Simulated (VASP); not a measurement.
# Ta (Im-3m) in VASP: further runs, part 2 of 2

VASP 6.6.1.

### Step 3. Single point, PBE+D3(BJ)

This run uses another cell than the first one, of 17.73 Å³/atom, 1.005 times its volume.

Contents of INCAR:

```
SYSTEM = Ta
  ALGO = Normal
  EDIFF = 1E-6
  ENCUT = 500
  GGA = PE
  GGA_COMPAT = .FALSE.
  ISIF = 2
  ISMEAR = 0
  IVDW = 12
  LASPH = .TRUE.
  LCHARG = .TRUE.
  LELF = .TRUE.
  LREAL = .FALSE.
  LVHAR = .TRUE.
  LWAVE = .FALSE.
  NBANDS = 12
  NELM = 120
  PREC = Accurate
  SIGMA = 0.1
```

Contents of KPOINTS:

```
k-points
0
G
  18 18 18
  0 0 0
```

Contents of POSCAR:

```
Ta
1.0
   -1.6425552740      1.6425552740      1.6425552740
    1.6425552740     -1.6425552740      1.6425552740
    1.6425552740      1.6425552740     -1.6425552740
Ta
1
Direct
    0.0000000000      0.0000000000      0.0000000000
```

Potentials or basis: VASP PAW PBE potentials, release 64 (Ta_pv).

On the command line:

```
$ cat potpaw_PBE.64/Ta_pv/POTCAR > POTCAR
$ mpirun -np 1 vasp_std > vasp.out
```

OUTCAR:

```text
SYSTEM = Ta
   EDIFF = 1E-6
   ENCUT = 500
   GGA = PE
   ISIF = 2
   ISMEAR = 0
   IVDW = 12
   LASPH = .TRUE.
   LREAL = .FALSE.
   NELM = 120
   PREC = Accurate
 IVDW          = 12

 ion  position               nearest neighbor table
   1  0.000  0.000  0.000-

  LATTYP: Found a body centered cubic cell.
 ALAT       =     3.2851105480

  Lattice vectors:

 A1 = (  -1.6425552740,   1.6425552740,   1.6425552740)
 A2 = (   1.6425552740,  -1.6425552740,   1.6425552740)
 A3 = (   1.6425552740,   1.6425552740,  -1.6425552740)

Analysis of symmetry for initial positions (statically):
=====================================================================
 Subroutine PRICEL returns:
 Original cell was already a primitive cell.

 Routine SETGRP: Setting up the symmetry group for a
 body centered cubic supercell.

 Subroutine GETGRP returns: Found 48 space group operations
 (whereof 48 operations were pure point group operations)
 out of a pool of 48 trial point group operations.

The static configuration has the point symmetry O_h .

Analysis of symmetry for dynamics (positions and initial velocities):
=====================================================================
 Subroutine PRICEL returns:
 Original cell was already a primitive cell.

 Routine SETGRP: Setting up the symmetry group for a
 body centered cubic supercell.

 Subroutine GETGRP returns: Found 48 space group operations
 (whereof 48 operations were pure point group operations)
 out of a pool of 48 trial point group operations.

The dynamic configuration has the point symmetry O_h .

 Subroutine INISYM returns: Found 48 space group operations
 (whereof 48 operations are pure point group operations),
 and found     1 'primitive' translations

----------------------------------------------------------------------------------------

                                     Primitive cell

  volume of cell :      17.7264

  direct lattice vectors                    reciprocal lattice vectors
    -1.642555274  1.642555274  1.642555274     0.000000000  0.304403759  0.304403759
     1.642555274 -1.642555274  1.642555274     0.304403759  0.000000000  0.304403759
     1.642555274  1.642555274 -1.642555274     0.304403759  0.304403759  0.000000000

  length of vectors
     2.844989189  2.844989189  2.844989189     0.430491925  0.430491925  0.430491925

  position of ions in fractional coordinates (direct lattice)
     0.000000000  0.000000000  0.000000000

  ion indices of the primitive-cell ions
   primitive index   ion index
                 1           1

----------------------------------------------------------------------------------------

 KPOINTS: k-points

Automatic generation of k-mesh.
 Grid dimensions read from file:
 generate k-points for:   18   18   18

 Generating k-lattice:

  Cartesian coordinates                     Fractional coordinates (reciprocal lattice)
     0.000000000  0.016911320  0.016911320     0.055555556  0.000000000  0.000000000
     0.016911320  0.000000000  0.016911320     0.000000000  0.055555556  0.000000000
     0.016911320  0.016911320  0.000000000     0.000000000  0.000000000  0.055555556

  Length of vectors
     0.023916218  0.023916218  0.023916218

  Shift w.r.t. Gamma in fractional coordinates (k-lattice)
     0.000000000  0.000000000  0.000000000

 Subroutine IBZKPT returns following result:
 ===========================================

 Found    195 irreducible k-points:

 Following reciprocal coordinates:
            Coordinates               Weight
  0.000000  0.000000  0.000000      1.000000
  0.055556  0.000000  0.000000     12.000000
  0.111111  0.000000  0.000000     12.000000
  0.166667  0.000000  0.000000     12.000000
  0.222222  0.000000  0.000000     12.000000
  0.277778  0.000000  0.000000     12.000000
[... 16 lines left out ...]
  0.333333  0.111111  0.000000     48.000000
  0.388889  0.111111  0.000000     48.000000
 [... further k-points ...]
   k-points           NKPTS =    195   k-points in BZ     NKDIM =    195   number of bands    NBANDS=     12
   number of dos      NEDOS =    301   number of ions     NIONS =      1
   total plane-waves  NPLWV =  13824
   dimension x,y,z NGX =    24 NGY =   24 NGZ =   24
   dimension x,y,z NGXF=    48 NGYF=   48 NGZF=   48
   ions per type =               1
   NGX,Y,Z   is equivalent  to a cutoff of  14.02, 14.02, 14.02 a.u.
   NGXF,Y,Z  is equivalent  to a cutoff of  28.05, 28.05, 28.05 a.u.
 SYSTEM =  Ta
   PREC   = accura    normal or accurate (medium, high low for compatibility)
   ISTART =      0    job   : 0-new  1-cont  2-samecut
   ICHARG =      2    charge: 1-file 2-atom 10-const
   ISPIN  =      1    spin polarized calculation?
   LNONCOLLINEAR =      F non collinear calculations
   LSORBIT =      F    spin-orbit coupling
   LASPH  =      T    aspherical Exc in radial PAW
   ENCUT  =  500.0 eV  36.75 Ry    6.06 a.u.   5.19  5.19  5.19*2*pi/ulx,y,z
   NELM   =    120;   NELMIN=  2; NELMDL= -5     # of ELM steps
   EDIFF  = 0.1E-05   stopping-criterion for ELM
   LREAL  =      F    real-space projection
   EDIFFG = 0.1E-04   stopping-criterion for IOM
   NSW    =      0    number of steps for IOM
   IBRION =     -1    ionic relax: 0-MD 1-quasi-New 2-CG
   NFREE  =      0    steps in history (QN), initial steepest desc. (CG)
   ISIF   =      2    stress and relaxation
   ISYM   =      2    0-nonsym 1-usesym 2-fastsym
   POTIM  = 0.5000    time-step for ionic-motion
   TEBEG  =    0.0;   TEEND  =   0.0 temperature during run
   PSTRESS=    0.0 pullay stress
   NELECT =      11.0000    total number of electrons
   NUPDOWN=      -1.0000    fix difference up-down
   EMIN   =  10.00;   EMAX   =-10.00  energy-range for DOS
   EFERMI =   0.00;   METHOD = LEGACY
   ISMEAR =     0;   SIGMA  =   0.10  broadening in eV -4-tet -1-fermi 0-gaus
   EFERMI_NEDOS =   21; number of points for ismear=-14 and -15
   IALGO  =     38    algorithm
   IMIX   =      4    mixing-type and parameters
     AMIX     =   0.40;   BMIX     =  1.00
     AMIX_MAG =   1.60;   BMIX_MAG =  1.00
  volume/ion in A,a.u.               =      17.73       119.62
  Fermi-wavevector in a.u.,A,eV,Ry     =   1.396365  2.638748 26.529133  1.949836
  Thomas-Fermi vector in A             =   2.519727
   LORBIT       =      0    0 simple, 1 ext, 2 COOP (PROOUT), +10 PAW based schemes
   GGA     = PE    functional components
   LHFCALC =     F    Hartree Fock is set to
   AEXX    =    0.0000 exact exchange contribution
   IVDW    =    12    specifies the selected vdW correction
   LEPSILON=     F    determine dielectric tensor
   LRPA    =     F    only Hartree local field effects (RPA)
 non-spin polarized calculation
 Gauss-broadening in eV      SIGMA  =   0.10
  energy-cutoff  :      500.00
  volume of cell :       17.73
 maximum number of plane-waves:       468
 NGX is ok and might be reduce to    24
   NGX = 11   NGY = 11   NGZ = 11

 number of electron      11.0000002 magnetization

 Free energy of the ion-electron system (eV)
  ---------------------------------------------------
  ext. energy  EPLUGINS =         0.00000000
  ---------------------------------------------------
  free energy    TOTEN  =       -11.80503838 eV

  energy without entropy =      -11.79904204  energy(sigma->0) =      -11.80204021

 E-fermi :   5.6292     XC(G=0): -12.6995

 val. band max:        5.6246100397   @ k =   0.1111   0.0556   0.0556
 cond. band min:       5.6324964761   @ k =  -0.2778   0.3889   0.1111
 fundamental gap:      0.0078864364
 Fermi energy:         5.6291895632

 k-point     1 :       0.0000    0.0000    0.0000
  band No.  band energies     occupation
      1     -27.3880      2.00000
      2     -27.3880      2.00000
      3     -27.3880      2.00000
      4      -2.3612      2.00000
      5       6.3530      0.00000
      6       6.3530      0.00000
      7       6.3530      0.00000
      8       9.6829      0.00000
      9       9.6829      0.00000
     10      20.7022      0.00000
     11      20.7022      0.00000
     12      20.7022      0.00000
[... 331 lines left out ...]
 k-point    24 :       0.3889    0.1111    0.0000
  band No.  band energies     occupation
      1     -28.5483      2.00000
      2     -27.8205      2.00000
      3     -27.4506      2.00000
      4       1.5731      2.00000
      5       4.1539      2.00000
      6       6.3188      0.00000
      7       9.4377      0.00000
      8      10.7636      0.00000
      9      13.6713      0.00000
     10      17.3504      0.00000
     11      18.7305      0.00000
     12      20.3827      0.00000

 [... further k-points ...]

------------------------ aborting loop because EDIFF is reached ----------------------------------------

 Edisp (eV)   -0.67348

 E8    (eV) :    -0.3527

  FORCE on cell =-STRESS in cart. coord.  units (eV):
  Direction    XX          YY          ZZ          XY          YZ          ZX
  --------------------------------------------------------------------------------------
  -------------------------------------------------------------------------------------
  Total       0.01250     0.01250     0.01250     0.00000    -0.00000     0.00000
  in kB       1.12967     1.12967     1.12967     0.00000    -0.00000     0.00000
  external pressure =        1.13 kB  Pullay stress =        0.00 kB

 VOLUME and BASIS-vectors are now :
 -----------------------------------------------------------------------------
  energy-cutoff  :      500.00
  volume of cell :       17.73
      direct lattice vectors                 reciprocal lattice vectors
    -1.642555274  1.642555274  1.642555274     0.000000000  0.304403759  0.304403759
     1.642555274 -1.642555274  1.642555274     0.304403759  0.000000000  0.304403759
     1.642555274  1.642555274 -1.642555274     0.304403759  0.304403759  0.000000000

 POSITION                                       TOTAL-FORCE (eV/Angst)
 -----------------------------------------------------------------------------------
      0.00000      0.00000      0.00000        -0.000000      0.000000      0.000000
 -----------------------------------------------------------------------------------
    total drift:                                0.000000      0.000000      0.000000

  FREE ENERGIE OF THE ION-ELECTRON SYSTEM (eV)
  ---------------------------------------------------
  free  energy   TOTEN  =       -12.4785153537 eV

  energy  without entropy=      -12.4725190102  energy(sigma->0) =      -12.47551718
```

Run time: 11 s. Hardware: 1 thread of Intel Xeon 6975P-C (Granite Rapids), shared host; peak memory 0.17 GiB.

Results:

```
Free energy                : -12.4785 eV
Pressure                   : 0.1 GPa
Dispersion energy per atom : -0.673 eV
```

Caveat: spin-orbit coupling is left out, which moves the levels of the heavy elements; pairwise dispersion overbinds metals, which lowers pressure and volume.
